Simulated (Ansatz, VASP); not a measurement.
# LaC in VASP and in Ansatz

INCAR

```
PREC     = Accurate       # precision mode
ENCUT    = 520            # plane-wave cutoff, eV
EDIFF    = 1E-6           # SCF threshold, eV
ISMEAR   = 0              # smearing method
SIGMA    = 0.05           # smearing width, eV
LREAL    = False          # projectors in reciprocal space
LASPH    = True           # aspherical terms in the spheres
NELM     = 100            # most SCF steps
ALGO     = Normal         # electronic algorithm
ISIF     = 2              # what is computed and relaxed
LWAVE    = False          # write WAVECAR
LCHARG   = False          # write CHGCAR
GGA      = PS             # functional
NBANDS   = 14             # bands
```

Contents of KPOINTS:

```
regular mesh
0
Gamma
  12 12 12
```

File POSCAR:

```
LaC
1.0
    0.0000000000      2.6639459012      2.6639459012
    2.6639459012      0.0000000000      2.6639459012
    2.6639459012      2.6639459012      0.0000000000
La C
1 1
Direct
    0.5000000000      0.5000000000      0.5000000000
    0.0000000000      0.0000000000      0.0000000000
```

Input for Ansatz:

```yaml
crystal:
  lattice:
    - [0.0, 2.6639459012, 2.6639459012]
    - [2.6639459012, 0.0, 2.6639459012]
    - [2.6639459012, 2.6639459012, 0.0]
  atoms:
    - { symbol: La, position: [0.5, 0.5, 0.5] }
    - { symbol: C, position: [0.0, 0.0, 0.0] }
basis:
  ecutwfc: 420
  ecutrho_ratio: 4
kpoints:
  mp_grid: { grid: [12, 12, 12] }
hamiltonian:
  xc: pbesol
scf:
  occupations: { method: gaussian, width: 0.05 }
output:
  forces: true
  stress: true
  eigenvalues: true
```

Alike in both runs: task single point; functional PBEsol; k mesh 12 × 12 × 12; occupations gaussian, width 0.05 eV; no spin polarisation.

```csv
,VASP,Ansatz
version,VASP 6.6.1,Ansatz 0.2.0
potentials or method,"VASP PAW PBE potentials, release 64 (La, C), cutoff 520 eV","scalar-relativistic, plane waves, PAW"
valence electrons in the cell,15,15
```

|  | VASP | Ansatz | Ansatz less VASP |
| --- | --- | --- | --- |
| gap on the k mesh at the Fermi level (eV) | none | none | - |
| pressure (GPa) | 1.1 | 1.1 | -0.01 |

VASP's potentials were made for PBE, not for PBEsol. A gap of «none» marks a metal or a gap that the smearing closes.

Neither program's run includes spin-orbit coupling.
